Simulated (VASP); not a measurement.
Here is a VASP 6.6.1 calculation.

The input POSCAR:

```
TiAl
1.0
    2.8672622327      0.0000000000      0.0000000000
   -1.4336311163      2.6693560778      0.0000000000
    0.0000000000      0.0000000000      4.6780830000
Ti Al
1 1
Direct
    0.0000000000      0.0000000000      0.0000000000
    0.3333333333      0.6666666667      0.5000000000
```

Contents of INCAR.step1:

```
  PREC = Accurate
  ENCUT = 550
  ISMEAR = 0
  SIGMA = 0.15
  LREAL = F
  LASPH = T
  NELM = 120
  NBANDS = 14
  GGA = PE
  ALGO = Normal
  EDIFF = 1E-5
  LWAVE = T
  LCHARG = F
  GGA_COMPAT = F
```

The input INCAR.step2:

```
  PREC = Accurate
  ENCUT = 550
  EDIFF = 1E-6
  ISMEAR = 0
  SIGMA = 0.15
  LREAL = F
  LASPH = T
  NELM = 120
  ALGO = Normal
  ISIF = 2
  LWAVE = F
  LCHARG = F
  METAGGA = R2SCAN
  LMIXTAU = T
  NBANDS = 14
  ISTART = 1
  GGA_COMPAT = F
```

File KPOINTS:

```
regular mesh
0
Gamma
  18 18 10
```

Potentials or basis: VASP PAW PBE potentials, release 64 (Ti_sv, Al).

Command:

```bash
$ cat potpaw_PBE.64/Ti_sv/POTCAR potpaw_PBE.64/Al/POTCAR > POTCAR
$ cp INCAR.step1 INCAR
$ mpirun -np 1 vasp_std > vasp.out
$ cp INCAR.step2 INCAR
$ mpirun -np 1 vasp_std > vasp.out
```

What does it give for the pressure?

-7.5 GPa.

Predict the band gap on the k mesh.

zero (an odd number of electrons rules out a gap without spin polarisation).

Estimate the largest force.

0.175 eV/Å.

Forces on the atoms (eV/Å):
```
Ti   0.000  0.175  0.000
Al   0.000 -0.175  0.000
```

Caveat: the cell differs from its parent crystal (strain +0.0750 x Voigt [0, 1, 0, 0, 0, 0]); the stress differs along the axes, from -12 to -4 GPa; the PAW data sets were made with another functional, which shifts forces and pressure a little.
